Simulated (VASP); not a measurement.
# InSe (C2/m) in VASP: further runs

Runs on InSe. Level: PBEsol. Tasks: electric field gradients.

Everything below comes from runs of VASP 6.6.1. Logs are shortened: lines on timing, memory, paths and dates and some standing lists are left out, and cuts for length are marked.

## 1. The cell of the first run

It takes space group C2/m (No. 12, monoclinic). The conventional cell has a = 11.814 Å, b = 4.137 Å, c = 4.641 Å, α = 90.00°, β = 110.30°, γ = 90.00°. Within 3.6 Å of In (site symmetry m) lie 5 Se at 2.60 to 3.53 Å and 1 In at 2.76 Å. Se (site symmetry m) has 5 In at 2.60 to 3.53 Å and 3 Se at 3.53 to 3.55 Å within 3.6 Å.

## 2. Electric field gradients, PBEsol (26.59 Å³/atom)

File INCAR:

```
SYSTEM = InSe
PREC = Accurate
ENCUT = 520
EDIFF = 1E-8
ISMEAR = -1
SIGMA = 0.02
LREAL = .FALSE.
LASPH = .TRUE.
NELM = 60
ALGO = Normal
ISIF = 2
LWAVE = .FALSE.
LCHARG = .FALSE.
GGA = PS
LEFG = .TRUE.
NBANDS = 27
```

File KPOINTS:

```
Automatic mesh
0
G
  7 7 6
  0 0 0
```

File POSCAR:

```
InSe
1.0
    5.9067640918     -2.0686096682      0.0000000000
    5.9067640918      2.0686096682      0.0000000000
   -1.6100081618      0.0000000000      4.3522907270
In Se
2 2
Direct
    0.8840000000      0.8840000000      0.0050000000
    0.1160000000      0.1160000000      0.9950000000
    0.6600000000      0.6600000000      0.6420000000
    0.3400000000      0.3400000000      0.3580000000
```

Potentials or basis: VASP PAW PBE potentials, release 64 (In_d, Se).

Launch:

```sh
$ cat potpaw_PBE.64/In_d/POTCAR potpaw_PBE.64/Se/POTCAR > POTCAR
$ mpirun -np 1 vasp_std > vasp.out
```

OUTCAR:

```text
SYSTEM = InSe
   PREC = Accurate
   ENCUT = 520
   EDIFF = 1E-8
   ISMEAR = -1
   LREAL = .FALSE.
   LASPH = .TRUE.
   NELM = 60
   ISIF = 2
   GGA = PS

 ion  position               nearest neighbor table
   1  0.884  0.884  0.005-   3 2.60   2 2.76   4 2.80   4 2.80   2 3.77   2 3.77
   2  0.116  0.116  0.995-   4 2.60   1 2.76   3 2.80   3 2.80   1 3.77   1 3.77
   3  0.660  0.660  0.642-   1 2.60   2 2.80   2 2.80
   4  0.340  0.340  0.358-   2 2.60   1 2.80   1 2.80

  LATTYP: Found a base centered monoclinic cell.
 ALAT       =    11.8135281836
 B/A-ratio  =     0.3502103074
 C/A-ratio  =     0.3928152938
 COS(beta)  =    -0.3469445484

  Lattice vectors:

 A1 = (   5.9067640918,  -2.0686096682,   0.0000000000)
 A2 = (   5.9067640918,   2.0686096682,   0.0000000000)
 A3 = (  -1.6100081618,   0.0000000000,   4.3522907270)

Analysis of symmetry for initial positions (statically):
=====================================================================
 Subroutine PRICEL returns:
 Original cell was already a primitive cell.

 Routine SETGRP: Setting up the symmetry group for a
 base centered monoclinic supercell.

 Subroutine GETGRP returns: Found  4 space group operations
 (whereof  4 operations were pure point group operations)
 out of a pool of  4 trial point group operations.

The static configuration has the point symmetry C_2h.

Analysis of symmetry for dynamics (positions and initial velocities):
=====================================================================
 Subroutine PRICEL returns:
 Original cell was already a primitive cell.

 Routine SETGRP: Setting up the symmetry group for a
 base centered monoclinic supercell.

 Subroutine GETGRP returns: Found  4 space group operations
 (whereof  4 operations were pure point group operations)
 out of a pool of  4 trial point group operations.

The dynamic configuration has the point symmetry C_2h.

 Subroutine INISYM returns: Found  4 space group operations
 (whereof  4 operations are pure point group operations),
 and found     1 'primitive' translations

----------------------------------------------------------------------------------------

                                     Primitive cell

  volume of cell :     106.3594

  direct lattice vectors                    reciprocal lattice vectors
     5.906764092 -2.068609668  0.000000000     0.084648717 -0.241708239  0.031313424
     5.906764092  2.068609668  0.000000000     0.084648717  0.241708239  0.031313424
    -1.610008162  0.000000000  4.352290727     0.000000000  0.000000000  0.229764063

  length of vectors
     6.258514839  6.258514839  4.640534544     0.258009319  0.258009319  0.229764063

  position of ions in fractional coordinates (direct lattice)
     0.884000000  0.884000000  0.005000000
     0.116000000  0.116000000  0.995000000
     0.660000000  0.660000000  0.642000000
     0.340000000  0.340000000  0.358000000

  ion indices of the primitive-cell ions
   primitive index   ion index
                 1           1
                 2           2
                 3           3
                 4           4

----------------------------------------------------------------------------------------

 KPOINTS: Automatic mesh

Automatic generation of k-mesh.
 Grid dimensions read from file:
 generate k-points for:    7    7    6

 Generating k-lattice:

  Cartesian coordinates                     Fractional coordinates (reciprocal lattice)
     0.012092674 -0.034529748  0.004473346     0.142857143  0.000000000  0.000000000
     0.012092674  0.034529748  0.004473346     0.000000000  0.142857143  0.000000000
     0.000000000  0.000000000  0.038294010     0.000000000  0.000000000  0.166666667

  Length of vectors
     0.036858474  0.036858474  0.038294010

  Shift w.r.t. Gamma in fractional coordinates (k-lattice)
     0.000000000  0.000000000  0.000000000

 Subroutine IBZKPT returns following result:
 ===========================================

 Found     88 irreducible k-points:

 Following reciprocal coordinates:
            Coordinates               Weight
  0.000000  0.000000  0.000000      1.000000
  0.142857  0.000000  0.000000      4.000000
  0.285714  0.000000  0.000000      4.000000
  0.428571 -0.000000  0.000000      4.000000
  0.142857  0.142857  0.000000      2.000000
  0.285714  0.142857  0.000000      4.000000
[... 16 lines left out ...]
 -0.142857  0.000000  0.166667      4.000000
  0.142857  0.142857  0.166667      2.000000
 [... further k-points ...]
   k-points           NKPTS =     88   k-points in BZ     NKDIM =     88   number of bands    NBANDS=     27
   number of dos      NEDOS =    301   number of ions     NIONS =      4
   total plane-waves  NPLWV =  82944
   dimension x,y,z NGX =    48 NGY =   48 NGZ =   36
   dimension x,y,z NGXF=    96 NGYF=   96 NGZF=   72
   ions per type =               2   2
   NGX,Y,Z   is equivalent  to a cutoff of  12.75, 12.75, 12.90 a.u.
   NGXF,Y,Z  is equivalent  to a cutoff of  25.50, 25.50, 25.79 a.u.
 SYSTEM =  InSe
   PREC   = accura    normal or accurate (medium, high low for compatibility)
   ISTART =      0    job   : 0-new  1-cont  2-samecut
   ICHARG =      2    charge: 1-file 2-atom 10-const
   ISPIN  =      1    spin polarized calculation?
   LNONCOLLINEAR =      F non collinear calculations
   LSORBIT =      F    spin-orbit coupling
   LASPH  =      T    aspherical Exc in radial PAW
   ENCUT  =  520.0 eV  38.22 Ry    6.18 a.u.  11.64 11.64  8.63*2*pi/ulx,y,z
   NELM   =     60;   NELMIN=  2; NELMDL= -5     # of ELM steps
   EDIFF  = 0.1E-07   stopping-criterion for ELM
   LREAL  =      F    real-space projection
   EDIFFG = 0.1E-06   stopping-criterion for IOM
   NSW    =      0    number of steps for IOM
   IBRION =     -1    ionic relax: 0-MD 1-quasi-New 2-CG
   NFREE  =      0    steps in history (QN), initial steepest desc. (CG)
   ISIF   =      2    stress and relaxation
   ISYM   =      2    0-nonsym 1-usesym 2-fastsym
   POTIM  = 0.5000    time-step for ionic-motion
   TEBEG  =    0.0;   TEEND  =   0.0 temperature during run
   PSTRESS=    0.0 pullay stress
   NELECT =      38.0000    total number of electrons
   NUPDOWN=      -1.0000    fix difference up-down
   EMIN   =  10.00;   EMAX   =-10.00  energy-range for DOS
   EFERMI =   0.00;   METHOD = LEGACY
   ISMEAR =    -1;   SIGMA  =   0.02  broadening in eV -4-tet -1-fermi 0-gaus
   EFERMI_NEDOS =   21; number of points for ismear=-14 and -15
   IALGO  =     38    algorithm
   IMIX   =      4    mixing-type and parameters
     AMIX     =   0.40;   BMIX     =  1.00
     AMIX_MAG =   1.60;   BMIX_MAG =  1.00
  volume/ion in A,a.u.               =      26.59       179.44
  Fermi-wavevector in a.u.,A,eV,Ry     =   1.161655  2.195211 18.360292  1.349443
  Thomas-Fermi vector in A             =   2.298225
   LORBIT       =      0    0 simple, 1 ext, 2 COOP (PROOUT), +10 PAW based schemes
   GGA     = PS    functional components
   LHFCALC =     F    Hartree Fock is set to
   AEXX    =    0.0000 exact exchange contribution
   IVDW    =     0    specifies the selected vdW correction
   LEPSILON=     F    determine dielectric tensor
   LRPA    =     F    only Hartree local field effects (RPA)
 non-spin polarized calculation
  energy-cutoff  :      520.00
  volume of cell :      106.36
 maximum number of plane-waves:      2886
   NGX = 23   NGY = 23   NGZ = 17

 number of electron      38.0000004 magnetization

 Free energy of the ion-electron system (eV)
  ---------------------------------------------------
  ext. energy  EPLUGINS =         0.00000000
  ---------------------------------------------------
  free energy    TOTEN  =       -15.44651621 eV

  energy without entropy =      -15.44651621  energy(sigma->0) =      -15.44651621

 E-fermi :   4.9965     XC(G=0):  -9.6750

 val. band max:        4.5627811944   @ k =  -0.2857  -0.2857   0.3333
 cond. band min:       5.4061214364   @ k =   0.4286   0.4286   0.0000
 fundamental gap:      0.8433402421
 Fermi energy:         4.9964541752

 k-point     1 :       0.0000    0.0000    0.0000
  band No.  band energies     occupation
      1     -10.0092      2.00000
      2      -9.9732      2.00000
      3      -9.6861      2.00000
      4      -9.6700      2.00000
      5      -9.6309      2.00000
      6      -9.6277      2.00000
[... 19 lines left out ...]
     26      11.4977      0.00000
     27      13.0989      0.00000
[... 667 lines left out ...]
      5      -9.6334      2.00000
      6      -9.6269      2.00000
[... 19 lines left out ...]
     26      11.0804      0.00000
     27      12.1098      0.00000

 [... further k-points ...]
[... 5 lines left out ...]
  --------------------------------------------------------------------------------------
  -------------------------------------------------------------------------------------
  Total        0.2888643     -1.5921962     -1.0854891      0.0000000      0.0000000      1.2954866
  in kB        4.3513940    -23.9845235    -16.3515893      0.0000000      0.0000000     19.5149497
  external PRESSURE =     -11.9949063 kB  Pullay stress =       0.0000000 kB

 VOLUME and BASIS-vectors are now :
 -----------------------------------------------------------------------------
  energy-cutoff  :      520.00
  volume of cell :      106.36
      direct lattice vectors                 reciprocal lattice vectors
     5.906764092 -2.068609668  0.000000000     0.084648717 -0.241708239  0.031313424
     5.906764092  2.068609668  0.000000000     0.084648717  0.241708239  0.031313424
    -1.610008162  0.000000000  4.352290727     0.000000000  0.000000000  0.229764063

 POSITION                                       TOTAL-FORCE (eV/Angst)
 -----------------------------------------------------------------------------------
     10.43511      0.00000      0.02176        -0.251651      0.000000      0.496976
     -0.23159      0.00000      4.33053         0.251651      0.000000     -0.496976
      6.76330      0.00000      2.79417        -0.641753      0.000000      0.094080
      3.44022      0.00000      1.55812         0.641753      0.000000     -0.094080
 -----------------------------------------------------------------------------------
    total drift:                               -0.000000     -0.000000      0.000000

  FREE ENERGIE OF THE ION-ELECTRON SYSTEM (eV)
  ---------------------------------------------------
  free  energy   TOTEN  =       -15.4465162080 eV

  energy  without entropy=      -15.4465162080  energy(sigma->0) =      -15.44651621

 Electric field gradients (V/A^2)
---------------------------------------------------------------------
 ion       V_xx      V_yy      V_zz      V_xy      V_xz      V_yz
---------------------------------------------------------------------
   1    -172.152    95.346    76.805     0.000   -44.687    -0.000
   2    -172.152    95.346    76.805    -0.000   -44.687     0.000
   3      73.558   -25.594   -47.965     0.000    18.790     0.000
   4      73.558   -25.594   -47.965    -0.000    18.790     0.000
---------------------------------------------------------------------

 Electric field gradients after diagonalization (V/A^2)
 (convention: |V_zz| > |V_xx| > |V_yy|)
----------------------------------------------------------------------
 ion       V_xx      V_yy      V_zz     asymmetry (V_yy - V_xx)/ V_zz
----------------------------------------------------------------------
   1      95.346    84.584  -179.930       0.060
   2      95.346    84.584  -179.930       0.060
   3     -50.804   -25.594    76.397       0.330
   4     -50.804   -25.594    76.397       0.330
----------------------------------------------------------------------

           NMR quadrupolar parameters

 Cq : quadrupolar parameter    Cq=e*Q*V_zz/h
 eta: asymmetry parameters     (V_yy - V_xx)/ V_zz
 Q  : nuclear electric quadrupole moment in mb (millibarn)
----------------------------------------------------------------------
 ion       Cq(MHz)       eta       Q (mb)
----------------------------------------------------------------------
   1      -0.435       0.060       1.000
   2      -0.435       0.060       1.000
   3       0.185       0.330       1.000
   4       0.185       0.330       1.000
----------------------------------------------------------------------
```

Run time: 8.2 min. Hardware: 1 thread of Intel Xeon 8259CL, shared host; peak memory 0.42 GiB.

Results:

- Free energy: -15.4465 eV
- Pressure: -1.2 GPa
- Largest force: 0.649 eV/Å
- Band gap on the k mesh: 0.84 eV (least direct gap 1.24 eV)
- Largest electric field gradient by atom: In -179.9; Se +76.4 V/Å²

Forces on the atoms (eV/Å):
```
In  -0.252  0.000  0.497
In   0.252  0.000 -0.497
Se  -0.642  0.000  0.094
Se   0.642  0.000 -0.094
```

Electric field gradients, principal values (V/Å²):
| atom | least | middle | greatest (by size) |
| --- | --- | --- | --- |
| 1 In | 84.584 | 95.346 | -179.930 |
| 2 In | 84.584 | 95.346 | -179.930 |
| 3 Se | -25.594 | -50.804 | 76.397 |
| 4 Se | -25.594 | -50.804 | 76.397 |

Caveat: without QUAD_EFG the Cq values of the log hold for a quadrupole moment of 1 mb, not for the nuclei; the PAW data sets were made with another functional, which shifts forces and pressure a little; spin-orbit coupling is left out, which moves the levels of the heavy elements. A k mesh can miss the band edges.

## 3. Electric field gradients, PBEsol (27.11 Å³/atom)

This run uses another cell than the first one, of 27.11 Å³/atom.

INCAR, as its differences from that of step 2:

```diff
@@ -8,3 +8,3 @@
 LASPH = .TRUE.
-NELM = 60
+NELM = 100
 ALGO = Normal
```

File KPOINTS:

```
regular mesh
0
G
  7 7 6
  0 0 0
```

File POSCAR:

```
InSe
1.0
    5.9451207775     -2.0820425748      0.0000000000
    5.9451207775      2.0820425748      0.0000000000
   -1.6204630532      0.0000000000      4.3805531470
In Se
2 2
Direct
    0.8840000000      0.8840000000      0.0050000000
    0.1160000000      0.1160000000      0.9950000000
    0.6600000000      0.6600000000      0.6420000000
    0.3400000000      0.3400000000      0.3580000000
```

Potentials or basis: VASP PAW PBE potentials, release 64 (In_d, Se).

Launch:

```sh
$ cat potpaw_PBE.64/In_d/POTCAR potpaw_PBE.64/Se/POTCAR > POTCAR
$ mpirun -np 1 vasp_std > vasp.out
```

OUTCAR:

```text
SYSTEM = InSe
   PREC = Accurate
   ENCUT = 520
   EDIFF = 1E-8
   ISMEAR = -1
   LREAL = .FALSE.
   LASPH = .TRUE.
   NELM = 100
   ISIF = 2
   GGA = PS

 ion  position               nearest neighbor table
   1  0.884  0.884  0.005-   3 2.61   2 2.78   4 2.82   4 2.82   2 3.79   2 3.79
   2  0.116  0.116  0.995-   4 2.61   1 2.78   3 2.82   3 2.82   1 3.79   1 3.79
   3  0.660  0.660  0.642-   1 2.61   2 2.82   2 2.82
   4  0.340  0.340  0.358-   2 2.61   1 2.82   1 2.82

  LATTYP: Found a base centered monoclinic cell.
 ALAT       =    11.8902415550
 B/A-ratio  =     0.3502103074
 C/A-ratio  =     0.3928152938
 COS(beta)  =    -0.3469445484

  Lattice vectors:

 A1 = (   5.9451207775,  -2.0820425748,   0.0000000000)
 A2 = (   5.9451207775,   2.0820425748,   0.0000000000)
 A3 = (  -1.6204630532,   0.0000000000,   4.3805531470)

Analysis of symmetry for initial positions (statically):
=====================================================================
 Subroutine PRICEL returns:
 Original cell was already a primitive cell.
[... 923 lines left out ...]
     10.50287      0.00000      0.02190        -0.323859      0.000000      0.481237
     -0.23309      0.00000      4.35865         0.323859      0.000000     -0.481237
      6.80722      0.00000      2.81232        -0.587855      0.000000      0.212130
      3.46256      0.00000      1.56824         0.587855      0.000000     -0.212130
 -----------------------------------------------------------------------------------
    total drift:                               -0.000000     -0.000000      0.000000

  FREE ENERGIE OF THE ION-ELECTRON SYSTEM (eV)
  ---------------------------------------------------
  free  energy   TOTEN  =       -15.4248614253 eV

  energy  without entropy=      -15.4248614252  energy(sigma->0) =      -15.42486143

 Electric field gradients (V/A^2)
---------------------------------------------------------------------
 ion       V_xx      V_yy      V_zz      V_xy      V_xz      V_yz
---------------------------------------------------------------------
   1    -168.170    93.124    75.047    -0.000   -44.036     0.000
   2    -168.170    93.124    75.047    -0.000   -44.036     0.000
   3      75.483   -26.801   -48.682     0.000    19.908     0.000
   4      75.483   -26.801   -48.682    -0.000    19.908     0.000
---------------------------------------------------------------------

 Electric field gradients after diagonalization (V/A^2)
 (convention: |V_zz| > |V_xx| > |V_yy|)
----------------------------------------------------------------------
 ion       V_xx      V_yy      V_zz     asymmetry (V_yy - V_xx)/ V_zz
----------------------------------------------------------------------
   1      93.124    82.774  -175.898       0.059
   2      93.124    82.774  -175.898       0.059
   3     -51.796   -26.801    78.597       0.318
   4     -51.796   -26.801    78.597       0.318
----------------------------------------------------------------------

           NMR quadrupolar parameters

 Cq : quadrupolar parameter    Cq=e*Q*V_zz/h
 eta: asymmetry parameters     (V_yy - V_xx)/ V_zz
 Q  : nuclear electric quadrupole moment in mb (millibarn)
----------------------------------------------------------------------
 ion       Cq(MHz)       eta       Q (mb)
----------------------------------------------------------------------
   1      -0.425       0.059       1.000
   2      -0.425       0.059       1.000
   3       0.190       0.318       1.000
   4       0.190       0.318       1.000
----------------------------------------------------------------------
```

Run time: 7.9 min. Hardware: 1 thread of Intel Xeon 8259CL, shared host; peak memory 0.42 GiB.

What came out:

- Free energy: -15.4249 eV
- Pressure: -2.2 GPa
- Largest force: 0.625 eV/Å
- Band gap on the k mesh: 0.80 eV (least direct gap 1.21 eV)
- Largest electric field gradient by atom: In -175.9; Se +78.6 V/Å²

Forces on the atoms (eV/Å):
```
In  -0.324  0.000  0.481
In   0.324  0.000 -0.481
Se  -0.588  0.000  0.212
Se   0.588  0.000 -0.212
```

Electric field gradients, principal values (V/Å²):
```tsv
atom	least	middle	greatest (by size)
1 In	82.774	93.124	-175.898
2 In	82.774	93.124	-175.898
3 Se	-26.801	-51.796	78.597
4 Se	-26.801	-51.796	78.597
```

Caveat: without QUAD_EFG the Cq values of the log hold for a quadrupole moment of 1 mb, not for the nuclei; the PAW data sets were made with another functional, which shifts forces and pressure a little; spin-orbit coupling is left out, which moves the levels of the heavy elements. A k mesh can miss the band edges.

(Part 1 of 2 ends here.)
